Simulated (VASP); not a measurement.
# PbSe (sol) (R-3m) in VASP: relaxation of the atoms with PBEsol

Aim: the relaxation of the atoms of PbSe (sol) with PBEsol.

Program: VASP 6.6.1. These are calculated values, not measurements. Logs are shortened: lines on timing, memory, paths and dates and some standing lists are left out, and cuts for length are marked.

## (1) The cell of the first run

It takes space group R-3m (No. 166, trigonal). Conventional cell: a = 4.250 Å, b = 4.250 Å, c = 10.738 Å, α = 90.00°, β = 90.00°, γ = 120.00°. Pb (site symmetry -3m) has 6 Se at 3.04 Å within 4.0 Å. Se (site symmetry -3m) has 6 Pb at 3.04 Å within 4.0 Å.

## (2) Relaxation of the atoms, PBEsol (strained cell)

Contents of INCAR:

```
ALGO     = Normal         # electronic algorithm
EDIFF    = 1E-7           # SCF threshold, eV
EDIFFG   = -0.002         # ionic threshold
ENCUT    = 450            # plane-wave cutoff, eV
GGA      = PS             # functional
GGA_COMPAT= F            
IBRION   = 2              # ionic algorithm
ISIF     = 2              # what is computed and relaxed
ISMEAR   = 0              # smearing method
LASPH    = T              # aspherical terms in the spheres
LCHARG   = F              # write CHGCAR
LREAL    = F              # projectors in reciprocal space
LWAVE    = F              # write WAVECAR
NELM     = 120            # most SCF steps
NELMIN   = 4            
NSW      = 60             # ionic steps
PREC     = Accurate       # precision mode
SIGMA    = 0.01           # smearing width, eV
```

Contents of KPOINTS:

```
k-points
0
Gamma
  9 9 9
```

Contents of POSCAR:

```
PbSe
1.0
    0.0628290344      3.0683320673      3.0683320673
    3.0683320673      0.0628290344      3.0683320673
    3.0683320673      3.0683320673      0.0628290344
Pb Se
1 1
Direct
    0.0000000000      0.0000000000      0.0000000000
    0.5000000000      0.5000000000      0.5000000000
```

Potentials or basis: VASP PAW PBE potentials, release 64 (Pb_d, Se).

On the command line:

```
cat potpaw_PBE.64/Pb_d/POTCAR potpaw_PBE.64/Se/POTCAR > POTCAR
mpirun -np 1 vasp_std > vasp.out
```

OUTCAR:

```text
EDIFF = 1E-7
   EDIFFG = -0.002
   ENCUT = 450
   GGA = PS
   IBRION = 2
   ISIF = 2
   ISMEAR = 0
   LASPH = T
   LREAL = F
   NELM = 120
   NELMIN = 4
   NSW = 60
   PREC = Accurate

 ion  position               nearest neighbor table
   1  0.000  0.000  0.000-   2 3.04   2 3.04   2 3.04   2 3.04   2 3.04   2 3.04
   2  0.500  0.500  0.500-   1 3.04   1 3.04   1 3.04   1 3.04   1 3.04   1 3.04

  LATTYP: Found a trigonal (rhomboedric) cell.
 ALAT       =     4.3397316551
 COS(alpha) =     0.5203675156

  Lattice vectors:

 A1 = (   0.0628290344,   3.0683320673,   3.0683320673)
 A2 = (   3.0683320673,   0.0628290344,   3.0683320673)
 A3 = (   3.0683320673,   3.0683320673,   0.0628290344)

Analysis of symmetry for initial positions (statically):
=====================================================================
 Subroutine PRICEL returns:
 Original cell was already a primitive cell.

 Routine SETGRP: Setting up the symmetry group for a
 trigonal (rhombohedral) supercell.

 Subroutine GETGRP returns: Found 12 space group operations
 (whereof 12 operations were pure point group operations)
 out of a pool of 12 trial point group operations.

The static configuration has the point symmetry D_3d.

Analysis of symmetry for dynamics (positions and initial velocities):
=====================================================================
 Subroutine PRICEL returns:
 Original cell was already a primitive cell.

 Routine SETGRP: Setting up the symmetry group for a
 trigonal (rhombohedral) supercell.

 Subroutine GETGRP returns: Found 12 space group operations
 (whereof 12 operations were pure point group operations)
 out of a pool of 12 trial point group operations.

The dynamic configuration has the point symmetry D_3d.

 Subroutine INISYM returns: Found 12 space group operations
 (whereof 12 operations are pure point group operations),
 and found     1 'primitive' translations

----------------------------------------------------------------------------------------

                                     Primitive cell

  volume of cell :      56.0003

  direct lattice vectors                    reciprocal lattice vectors
     0.062829034  3.068332067  3.068332067    -0.168047500  0.164675504  0.164675504
     3.068332067  0.062829034  3.068332067     0.164675504 -0.168047500  0.164675504
     3.068332067  3.068332067  0.062829034     0.164675504  0.164675504 -0.168047500

  length of vectors
     4.339731655  4.339731655  4.339731655     0.287186361  0.287186361  0.287186361

  position of ions in fractional coordinates (direct lattice)
     0.000000000  0.000000000  0.000000000
     0.500000000  0.500000000  0.500000000

  ion indices of the primitive-cell ions
   primitive index   ion index
                 1           1
                 2           2

----------------------------------------------------------------------------------------

 KPOINTS: k-points

Automatic generation of k-mesh.
 Grid dimensions read from file:
 generate k-points for:    9    9    9

 Generating k-lattice:

  Cartesian coordinates                     Fractional coordinates (reciprocal lattice)
    -0.018671944  0.018297278  0.018297278     0.111111111 -0.000000000 -0.000000000
     0.018297278 -0.018671944  0.018297278    -0.000000000  0.111111111 -0.000000000
     0.018297278  0.018297278 -0.018671944    -0.000000000 -0.000000000  0.111111111

  Length of vectors
     0.031909596  0.031909596  0.031909596

  Shift w.r.t. Gamma in fractional coordinates (k-lattice)
     0.000000000  0.000000000  0.000000000

 Subroutine IBZKPT returns following result:
 ===========================================

 Found     85 irreducible k-points:

 Following reciprocal coordinates:
            Coordinates               Weight
  0.000000  0.000000  0.000000      1.000000
  0.111111  0.000000  0.000000      6.000000
  0.222222  0.000000 -0.000000      6.000000
  0.333333  0.000000 -0.000000      6.000000
  0.444444  0.000000 -0.000000      6.000000
  0.111111  0.111111  0.000000      6.000000
[... 16 lines left out ...]
 -0.333333  0.333333  0.000000      6.000000
  0.444444  0.444444 -0.000000      6.000000
 [... further k-points ...]
   k-points           NKPTS =     85   k-points in BZ     NKDIM =     85   number of bands    NBANDS=     14
   number of dos      NEDOS =    301   number of ions     NIONS =      2
   total plane-waves  NPLWV =  27000
   dimension x,y,z NGX =    30 NGY =   30 NGZ =   30
   dimension x,y,z NGXF=    60 NGYF=   60 NGZF=   60
   ions per type =               1   1
   NGX,Y,Z   is equivalent  to a cutoff of  11.49, 11.49, 11.49 a.u.
   NGXF,Y,Z  is equivalent  to a cutoff of  22.98, 22.98, 22.98 a.u.
 SYSTEM =  unknown system
   PREC   = accura    normal or accurate (medium, high low for compatibility)
   ISTART =      0    job   : 0-new  1-cont  2-samecut
   ICHARG =      2    charge: 1-file 2-atom 10-const
   ISPIN  =      1    spin polarized calculation?
   LNONCOLLINEAR =      F non collinear calculations
   LSORBIT =      F    spin-orbit coupling
   LASPH  =      T    aspherical Exc in radial PAW
   ENCUT  =  450.0 eV  33.07 Ry    5.75 a.u.   7.51  7.51  7.51*2*pi/ulx,y,z
   NELM   =    120;   NELMIN=  4; NELMDL= -5     # of ELM steps
   EDIFF  = 0.1E-06   stopping-criterion for ELM
   LREAL  =      F    real-space projection
   EDIFFG = -.2E-02   stopping-criterion for IOM
   NSW    =     60    number of steps for IOM
   IBRION =      2    ionic relax: 0-MD 1-quasi-New 2-CG
   NFREE  =      1    steps in history (QN), initial steepest desc. (CG)
   ISIF   =      2    stress and relaxation
   ISYM   =      2    0-nonsym 1-usesym 2-fastsym
   POTIM  = 0.5000    time-step for ionic-motion
   TEBEG  =    0.0;   TEEND  =   0.0 temperature during run
   PSTRESS=    0.0 pullay stress
   NELECT =      20.0000    total number of electrons
   NUPDOWN=      -1.0000    fix difference up-down
   EMIN   =  10.00;   EMAX   =-10.00  energy-range for DOS
   EFERMI =   0.00;   METHOD = LEGACY
   ISMEAR =     0;   SIGMA  =   0.01  broadening in eV -4-tet -1-fermi 0-gaus
   EFERMI_NEDOS =   21; number of points for ismear=-14 and -15
   IALGO  =     38    algorithm
   IMIX   =      4    mixing-type and parameters
     AMIX     =   0.40;   BMIX     =  1.00
     AMIX_MAG =   1.60;   BMIX_MAG =  1.00
  volume/ion in A,a.u.               =      28.00       188.95
  Fermi-wavevector in a.u.,A,eV,Ry     =   1.161506  2.194927 18.355556  1.349095
  Thomas-Fermi vector in A             =   2.298077
   LORBIT       =      0    0 simple, 1 ext, 2 COOP (PROOUT), +10 PAW based schemes
   GGA     = PS    functional components
   LHFCALC =     F    Hartree Fock is set to
   AEXX    =    0.0000 exact exchange contribution
   IVDW    =     0    specifies the selected vdW correction
   LEPSILON=     F    determine dielectric tensor
   LRPA    =     F    only Hartree local field effects (RPA)
 conjugate gradient relaxation of ions
 non-spin polarized calculation
 Gauss-broadening in eV      SIGMA  =   0.01
  energy-cutoff  :      450.00
  volume of cell :       56.00
 maximum number of plane-waves:      1243
 NGX is ok and might be reduce to    30
   NGX = 15   NGY = 15   NGZ = 15

 number of electron      19.9999997 magnetization

 Free energy of the ion-electron system (eV)
  ---------------------------------------------------
  ext. energy  EPLUGINS =         0.00000000
  ---------------------------------------------------
  free energy    TOTEN  =        -8.91148477 eV

  energy without entropy =       -8.91148477  energy(sigma->0) =       -8.91148477

 E-fermi :   5.2265     XC(G=0):  -9.8292

 val. band max:        5.1192257399   @ k =   0.4444   0.4444   0.4444
 cond. band min:       5.5599469818   @ k =   0.4444   0.0000  -0.0000
 fundamental gap:      0.4407212418
 Fermi energy:         5.2264858274

 k-point     1 :       0.0000    0.0000    0.0000
  band No.  band energies     occupation
      1     -11.5892      2.00000
      2     -11.5892      2.00000
      3     -11.5821      2.00000
      4     -11.5776      2.00000
      5     -11.5776      2.00000
      6      -8.6030      2.00000
      7      -1.0953      2.00000
      8       3.0556      2.00000
      9       3.3163      2.00000
     10       3.3163      2.00000
     11       9.9245      0.00000
     12       9.9245      0.00000
     13       9.9675      0.00000
     14      11.3431      0.00000

 k-point     2 :       0.1111    0.0000    0.0000
  band No.  band energies     occupation
      1     -11.5912      2.00000
      2     -11.5857      2.00000
      3     -11.5806      2.00000
      4     -11.5794      2.00000
      5     -11.5762      2.00000
      6      -8.5031      2.00000
      7      -1.4293      2.00000
      8       3.1156      2.00000
      9       3.3431      2.00000
     10       3.5222      2.00000
     11       8.9772      0.00000
     12       9.3403      0.00000
     13       9.3516      0.00000
     14      11.4354      0.00000

 k-point     3 :       0.2222    0.0000   -0.0000
  band No.  band energies     occupation
      1     -11.5984      2.00000
      2     -11.5901      2.00000
      3     -11.5812      2.00000
      4     -11.5708      2.00000
      5     -11.5658      2.00000
      6      -8.2219      2.00000
      7      -2.2054      2.00000
      8       3.2402      2.00000
      9       3.4251      2.00000
     10       3.9878      2.00000
     11       7.5661      0.00000
     12       8.2767      0.00000
     13       8.3074      0.00000
     14      11.4680      0.00000
[... 324 lines left out ...]
 k-point    23 :      -0.3333    0.3333    0.0000
  band No.  band energies     occupation
      1     -11.6693      2.00000
      2     -11.5891      2.00000
      3     -11.5744      2.00000
      4     -11.5582      2.00000
      5     -11.5424      2.00000
      6      -7.1309      2.00000
      7      -3.1590      2.00000
      8       0.7291      2.00000
      9       2.6323      2.00000
     10       3.1721      2.00000
     11       7.7826      0.00000
     12       8.3867      0.00000
     13      10.2951      0.00000
     14      12.0971      0.00000

 k-point    24 :       0.4444    0.4444   -0.0000
  band No.  band energies     occupation
      1     -11.7262      2.00000
      2     -11.6038      2.00000
      3     -11.5620      2.00000
      4     -11.5363      2.00000
      5     -11.5322      2.00000
      6      -7.1169      2.00000
      7      -2.3119      2.00000
      8       0.2535      2.00000
      9       1.7473      2.00000
     10       1.9530      2.00000
     11       8.7354      0.00000
     12      10.7234      0.00000
     13      10.7770      0.00000
     14      11.0923      0.00000

 [... further k-points ...]

------------------------ aborting loop because EDIFF is reached ----------------------------------------

  FORCE on cell =-STRESS in cart. coord.  units (eV):
  Direction    XX          YY          ZZ          XY          YZ          ZX
  --------------------------------------------------------------------------------------
  -------------------------------------------------------------------------------------
  Total        0.2748772      0.2748772      0.2748772     -0.1306798     -0.1306798     -0.1306798
  in kB        7.8642753      7.8642753      7.8642753     -3.7387684     -3.7387684     -3.7387684
  external PRESSURE =       7.8642753 kB  Pullay stress =       0.0000000 kB

 VOLUME and BASIS-vectors are now :
 -----------------------------------------------------------------------------
  energy-cutoff  :      450.00
  volume of cell :       56.00
      direct lattice vectors                 reciprocal lattice vectors
     0.062829034  3.068332067  3.068332067    -0.168047500  0.164675504  0.164675504
     3.068332067  0.062829034  3.068332067     0.164675504 -0.168047500  0.164675504
     3.068332067  3.068332067  0.062829034     0.164675504  0.164675504 -0.168047500

 POSITION                                       TOTAL-FORCE (eV/Angst)
 -----------------------------------------------------------------------------------
      0.00000      0.00000      0.00000        -0.000000      0.000000     -0.000000
      3.09975      3.09975      3.09975         0.000000     -0.000000      0.000000
 -----------------------------------------------------------------------------------
    total drift:                               -0.000000      0.000000      0.000000

  FREE ENERGIE OF THE ION-ELECTRON SYSTEM (eV)
  ---------------------------------------------------
  free  energy   TOTEN  =        -8.9114847744 eV

  energy  without entropy=       -8.9114847744  energy(sigma->0) =       -8.91148477

 reached required accuracy - stopping structural energy minimisation
```

It took 50 s on 1 thread of Intel Xeon 6975P-C, shared host; peak memory 0.21 GiB.

What came out:

```
Free energy             : -8.9115 eV
Pressure after relaxing : 0.8 GPa
Band gap on the k mesh  : 0.44 eV, indirect (least direct gap 0.61 eV)
```

Stress tensor (GPa, compression positive):
```
 0.79 -0.37 -0.37
-0.37  0.79 -0.37
-0.37 -0.37  0.79
```

Final structure:
```
Pb Se
1.0
     0.06283    3.06833    3.06833
     3.06833    0.06283    3.06833
     3.06833    3.06833    0.06283
Pb Se
1 1
Cartesian
  0.0000 0.0000 0.0000
  3.0997 3.0997 3.0997
```

Levels at points of the mesh, in eV from the valence-band top:
```
           k point  band 8  band 9  band 10  band 11  band 12  band 13
(0.00, 0.00, 0.00)   -2.06   -1.80    -1.80     4.81     4.81     4.85
```

Caveat: the cell differs from its parent crystal (strained cell); the relaxation stopped at its first step, so nothing moved; the PAW data sets were made with another functional, which shifts forces and pressure a little; spin-orbit coupling is left out, which moves the levels of the heavy elements. A k mesh can miss the band edges.
